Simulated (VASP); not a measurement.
Input of a VASP 6.6.1 run:

INCAR

```
SYSTEM = NiSb
ALGO = Normal
EDIFF = 1E-6
ENCUT = 520
GGA = RE
ISIF = 2
ISMEAR = 0
ISPIN = 2
LASPH = .TRUE.
LCHARG = .FALSE.
LMAXMIX = 4
LORBIT = 11
LREAL = .FALSE.
LWAVE = .FALSE.
MAGMOM = 0.05 0.05 0 0
NBANDS = 27
NELM = 150
PREC = Accurate
SIGMA = 0.05
```

File KPOINTS:

```
k-points
0
G
  8 8 6
  0 0 0
```

Contents of POSCAR:

```
NiSb
1.0
    3.9450038272      0.0000000000      0.0000000000
   -1.9725019136      3.4164735324      0.0000000000
    0.0000000000      0.0000000000      5.1267082202
Ni Sb
2 2
Direct
    0.0000000000      0.0000000000      0.0000000000
    0.0000000000      0.0000000000      0.5000000000
    0.3333333333      0.6666666667      0.2500000000
    0.6666666667      0.3333333333      0.7500000000
```

Potentials or basis: VASP PAW PBE potentials, release 64 (Ni, Sb).

The run is started by

```bash
$ cat potpaw_PBE.64/Ni/POTCAR potpaw_PBE.64/Sb/POTCAR > POTCAR
$ mpirun -np 1 vasp_std > vasp.out
```

Problem. Estimate the band gap on the k mesh.

Solution. Zero (filled and empty bands overlap).

Problem. What does it give for the net moment?

Solution. 0.00 μB per cell.

Stress tensor (GPa, compression positive):
```
4.54 0.00 0.00
0.00 4.54 0.00
0.00 0.00 4.61
```

Caveat: the cell stands under pressure; the PAW data sets were made with another functional, which shifts forces and pressure a little; spin-orbit coupling is left out, which moves the levels of the heavy elements.
